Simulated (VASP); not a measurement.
# SnO2 (P1) in VASP: a series of runs, part 2 of 2

VASP 6.6.1. Earlier steps stand in the parts before.

## 3. Single point, PBE (atom 1 (Sn) moved by (-0.100, -0.100) A along x and z)

The input, INCAR:

```
SYSTEM = SnO2
ALGO     = Normal         ! electronic algorithm
EDIFF    = 1E-6           ! SCF threshold, eV
ENCUT    = 520            ! plane-wave cutoff, eV
GGA      = PE             ! functional
ISIF     = 2              ! what is computed and relaxed
ISMEAR   = 0              ! smearing method
LASPH    = .TRUE.         ! aspherical terms in the spheres
LCHARG   = .FALSE.        ! write CHGCAR
LREAL    = .FALSE.        ! projectors in reciprocal space
LWAVE    = .FALSE.        ! write WAVECAR
NBANDS   = 35             ! bands
NELM     = 100            ! most SCF steps
PREC     = Accurate       ! precision mode
SIGMA    = 0.05           ! smearing width, eV
```

The input, KPOINTS:

```
k-points
0
G
  6 6 8
  0 0 0
```

The input, POSCAR:

```
SnO2
1.0
    4.8277049961      0.0000000000      0.0000000000
    0.0000000000      4.8277049961      0.0000000000
    0.0000000000      0.0000000000      3.2379909406
Sn O
2 4
Direct
   -0.0207137760      0.0000000000     -0.0308833477
    0.5000000000      0.5000000000      0.5000000000
    0.3066050863      0.3066050863      0.0000000000
    0.1933949137      0.8066050863      0.5000000000
    0.6933949137      0.6933949137      0.0000000000
    0.8066050863      0.1933949137      0.5000000000
```

Potentials or basis: VASP PAW PBE potentials, release 64 (Sn_d, O).

Started as:

```sh
cat potpaw_PBE.64/Sn_d/POTCAR potpaw_PBE.64/O/POTCAR > POTCAR
mpirun -np 1 vasp_std > vasp.out
```

OUTCAR:

```text
SYSTEM = SnO2
   EDIFF = 1E-6
   ENCUT = 520
   GGA = PE
   ISIF = 2
   ISMEAR = 0
   LASPH = .TRUE.
   LREAL = .FALSE.
   NELM = 100
   PREC = Accurate

 ion  position               nearest neighbor table
   1  0.979  0.000  0.969-   6 1.97   5 2.03   4 2.06   6 2.13   3 2.17   4 2.21   2 3.67   2 3.67

   2  0.500  0.500  0.500-   3 2.09   5 2.09   3 2.09   5 2.09   4 2.09   6 2.09   1 3.67   1 3.67

   3  0.307  0.307  0.000-   2 2.09   2 2.09   1 2.17
   4  0.193  0.807  0.500-   1 2.06   2 2.09   1 2.21
   5  0.693  0.693  0.000-   1 2.03   2 2.09   2 2.09
   6  0.807  0.193  0.500-   1 1.97   2 2.09   1 2.13

  LATTYP: Found a simple tetragonal cell.
 ALAT       =     4.8277049961
 C/A-ratio  =     0.6707101911

  Lattice vectors:

 A1 = (   4.8277049961,   0.0000000000,   0.0000000000)
 A2 = (   0.0000000000,   4.8277049961,   0.0000000000)
 A3 = (   0.0000000000,   0.0000000000,   3.2379909406)

Analysis of symmetry for initial positions (statically):
=====================================================================
 Subroutine PRICEL returns:
 Original cell was already a primitive cell.

 Routine SETGRP: Setting up the symmetry group for a
 simple tetragonal supercell.

 Subroutine GETGRP returns: Found  1 space group operations
 (whereof  1 operations were pure point group operations)
 out of a pool of 16 trial point group operations.

The static configuration has the point symmetry C_1 .

Analysis of symmetry for dynamics (positions and initial velocities):
=====================================================================
 Subroutine PRICEL returns:
 Original cell was already a primitive cell.

 Routine SETGRP: Setting up the symmetry group for a
 simple tetragonal supercell.

 Subroutine GETGRP returns: Found  1 space group operations
 (whereof  1 operations were pure point group operations)
 out of a pool of 16 trial point group operations.

The dynamic configuration has the point symmetry C_1 .

 Subroutine INISYM returns: Found  1 space group operations
 (whereof  1 operations are pure point group operations),
 and found     1 'primitive' translations

----------------------------------------------------------------------------------------

                                     Primitive cell

  volume of cell :      75.4670

  direct lattice vectors                    reciprocal lattice vectors
     4.827704996  0.000000000  0.000000000     0.207137760  0.000000000  0.000000000
     0.000000000  4.827704996  0.000000000     0.000000000  0.207137760  0.000000000
     0.000000000  0.000000000  3.237990941     0.000000000  0.000000000  0.308833477

  length of vectors
     4.827704996  4.827704996  3.237990941     0.207137760  0.207137760  0.308833477

  position of ions in fractional coordinates (direct lattice)
     0.979286224  0.000000000  0.969116652
     0.500000000  0.500000000  0.500000000
     0.306605086  0.306605086  0.000000000
     0.193394914  0.806605086  0.500000000
     0.693394914  0.693394914  0.000000000
     0.806605086  0.193394914  0.500000000

  ion indices of the primitive-cell ions
   primitive index   ion index
                 1           1
[... 31 lines left out ...]

 Following reciprocal coordinates:
            Coordinates               Weight
  0.000000  0.000000  0.000000      1.000000
  0.166667  0.000000  0.000000      2.000000
  0.000000  0.166667  0.000000      2.000000
  0.333333  0.000000  0.000000      2.000000
  0.000000  0.333333  0.000000      2.000000
  0.500000  0.000000  0.000000      1.000000
[... 16 lines left out ...]
  0.000000  0.166667  0.125000      2.000000
 -0.166667  0.000000  0.125000      2.000000
 [... further k-points ...]
   k-points           NKPTS =    148   k-points in BZ     NKDIM =    148   number of bands    NBANDS=     35
   number of dos      NEDOS =    301   number of ions     NIONS =      6
   total plane-waves  NPLWV =  31104
   dimension x,y,z NGX =    36 NGY =   36 NGZ =   24
   dimension x,y,z NGXF=    72 NGYF=   72 NGZF=   48
   ions per type =               2   4
   NGX,Y,Z   is equivalent  to a cutoff of  12.40, 12.40, 12.32 a.u.
   NGXF,Y,Z  is equivalent  to a cutoff of  24.79, 24.79, 24.64 a.u.
 SYSTEM =  SnO2
   PREC   = accura    normal or accurate (medium, high low for compatibility)
   ISTART =      0    job   : 0-new  1-cont  2-samecut
   ICHARG =      2    charge: 1-file 2-atom 10-const
   ISPIN  =      1    spin polarized calculation?
   LNONCOLLINEAR =      F non collinear calculations
   LSORBIT =      F    spin-orbit coupling
   LASPH  =      T    aspherical Exc in radial PAW
   ENCUT  =  520.0 eV  38.22 Ry    6.18 a.u.   8.98  8.98  6.02*2*pi/ulx,y,z
   NELM   =    100;   NELMIN=  2; NELMDL= -5     # of ELM steps
   EDIFF  = 0.1E-05   stopping-criterion for ELM
   LREAL  =      F    real-space projection
   EDIFFG = 0.1E-04   stopping-criterion for IOM
   NSW    =      0    number of steps for IOM
   IBRION =     -1    ionic relax: 0-MD 1-quasi-New 2-CG
   NFREE  =      0    steps in history (QN), initial steepest desc. (CG)
   ISIF   =      2    stress and relaxation
   ISYM   =      2    0-nonsym 1-usesym 2-fastsym
   POTIM  = 0.5000    time-step for ionic-motion
   TEBEG  =    0.0;   TEEND  =   0.0 temperature during run
   PSTRESS=    0.0 pullay stress
   NELECT =      52.0000    total number of electrons
   NUPDOWN=      -1.0000    fix difference up-down
   EMIN   =  10.00;   EMAX   =-10.00  energy-range for DOS
   EFERMI =   0.00;   METHOD = LEGACY
   ISMEAR =     0;   SIGMA  =   0.05  broadening in eV -4-tet -1-fermi 0-gaus
   EFERMI_NEDOS =   21; number of points for ismear=-14 and -15
   IALGO  =     38    algorithm
   IMIX   =      4    mixing-type and parameters
     AMIX     =   0.40;   BMIX     =  1.00
     AMIX_MAG =   1.60;   BMIX_MAG =  1.00
  volume/ion in A,a.u.               =      12.58        84.88
  Fermi-wavevector in a.u.,A,eV,Ry     =   1.445962  2.732472 28.447149  2.090806
  Thomas-Fermi vector in A             =   2.564085
   LORBIT       =      0    0 simple, 1 ext, 2 COOP (PROOUT), +10 PAW based schemes
   GGA     = PE    functional components
   LHFCALC =     F    Hartree Fock is set to
   AEXX    =    0.0000 exact exchange contribution
   IVDW    =     0    specifies the selected vdW correction
   LEPSILON=     F    determine dielectric tensor
   LRPA    =     F    only Hartree local field effects (RPA)
 non-spin polarized calculation
 Gauss-broadening in eV      SIGMA  =   0.05
  energy-cutoff  :      520.00
  volume of cell :       75.47
 maximum number of plane-waves:      2068
   NGX = 17   NGY = 17   NGZ = 13

 number of electron      51.9999985 magnetization

 Free energy of the ion-electron system (eV)
  ---------------------------------------------------
  ext. energy  EPLUGINS =         0.00000000
  ---------------------------------------------------
  free energy    TOTEN  =       -37.11316372 eV

  energy without entropy =      -37.11316372  energy(sigma->0) =      -37.11316372

 E-fermi :   5.8988     XC(G=0): -10.9740

 val. band max:        5.6097949907   @ k =   0.0000   0.0000   0.0000
 cond. band min:       6.1866349374   @ k =   0.0000   0.0000   0.0000
 fundamental gap:      0.5768399467
 Fermi energy:         5.8987813990

 k-point     1 :       0.0000    0.0000    0.0000
  band No.  band energies     occupation
      1     -15.5525      2.00000
      2     -14.8743      2.00000
      3     -14.6938      2.00000
      4     -14.6574      2.00000
      5     -14.6246      2.00000
      6     -14.5679      2.00000
[... 901 lines left out ...]
     34      17.1581      0.00000
     35      17.6044      0.00000

 [... further k-points ...]

------------------------ aborting loop because EDIFF is reached ----------------------------------------

  FORCE on cell =-STRESS in cart. coord.  units (eV):
  Direction    XX          YY          ZZ          XY          YZ          ZX
  --------------------------------------------------------------------------------------
  -------------------------------------------------------------------------------------
  Total        0.4678634      0.9345503      1.1678902     -0.0556930     -0.6400235      0.3584519
  in kB        9.9328203     19.8406627     24.7945096     -1.1823730    -13.5878095      7.6099958
  external PRESSURE =      18.1893309 kB  Pullay stress =       0.0000000 kB

 VOLUME and BASIS-vectors are now :
 -----------------------------------------------------------------------------
  energy-cutoff  :      520.00
  volume of cell :       75.47
      direct lattice vectors                 reciprocal lattice vectors
     4.827704996  0.000000000  0.000000000     0.207137760  0.000000000  0.000000000
     0.000000000  4.827704996  0.000000000     0.000000000  0.207137760  0.000000000
     0.000000000  0.000000000  3.237990941     0.000000000  0.000000000  0.308833477

 POSITION                                       TOTAL-FORCE (eV/Angst)
 -----------------------------------------------------------------------------------
      4.72770      0.00000      3.13799         2.170758     -0.238347      1.848623
      2.41385      2.41385      1.61900        -0.873001     -0.002245     -0.008621
      1.48020      1.48020      0.00000        -0.142847     -0.222418     -0.054827
      0.93365      3.89405      1.61900        -0.282199      0.191693     -0.585141
      3.34751      3.34751      0.00000        -0.248146     -0.335476     -0.014450
      3.89405      0.93365      1.61900        -0.624566      0.606793     -1.185585
 -----------------------------------------------------------------------------------
    total drift:                               -0.000181     -0.000211      0.000039

  FREE ENERGIE OF THE ION-ELECTRON SYSTEM (eV)
  ---------------------------------------------------
  free  energy   TOTEN  =       -37.1131637161 eV

  energy  without entropy=      -37.1131637161  energy(sigma->0) =      -37.11316372
```

Wall time 4.3 min (1 thread of Intel Xeon 8259CL, shared host); peak memory 0.4 GiB.

What came out:

* Free energy: -37.1132 eV
* Pressure: 1.8 GPa
* Largest force: 2.861 eV/Å
* Band gap on the k mesh: 0.58 eV

Forces in eV/Å, atoms in the order of the input:
```
Sn   2.171 -0.238  1.849
Sn  -0.873 -0.002 -0.009
O   -0.143 -0.222 -0.055
O   -0.282  0.192 -0.585
O   -0.248 -0.335 -0.014
O   -0.625  0.607 -1.186
```

Caveat: the cell differs from its parent crystal (atom 1 (Sn) moved by (-0.100, -0.100) A along x and z); spin-orbit coupling is left out, which moves the levels of the heavy elements; forces of over 1 eV/Å act on the atoms, so gaps and moduli don't describe the material at rest.
